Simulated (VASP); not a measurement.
MgO:

```
Mg O
1.0
     0.00000    2.10217    2.10217
     2.10217    0.00000    2.10217
     2.10217    2.10217    0.00000
Mg O
1 1
Direct
  0.00000 0.00000 0.00000
  0.50000 0.50000 0.50000
```

Base run:

- Program: VASP 6.6.1
- Functional: r2SCAN
- Potentials or basis: VASP PAW PBE potentials, release 64 (Mg, O)
- Cutoff: 520 eV
- k mesh: 10 × 10 × 10
- Occupations: gaussian, width 0.02 eV
- Spin: no spin polarisation

Its results: band gap on the k mesh 5.66 eV, direct; pressure -1.1 GPa.

Task: The run is repeated on the same cell with these changes: potentials or basis from VASP PAW PBE potentials, release 64 (Mg, O) to VASP PAW PBE potentials, release 64 (Mg_sv, O); cutoff from 520 eV to 660 eV; further incar settings from ALGO = Normal; EDIFF = 1e-07; NBANDS = 11 to ALGO = Normal; EDIFF = 1e-06; NBANDS = 15; valence electrons from 8 to 16. What comes out?

Result: Band gap on the k mesh 5.71 eV, direct; pressure -0.2 GPa.

Caveats: the PAW data sets were made with another functional, which shifts forces and pressure a little.

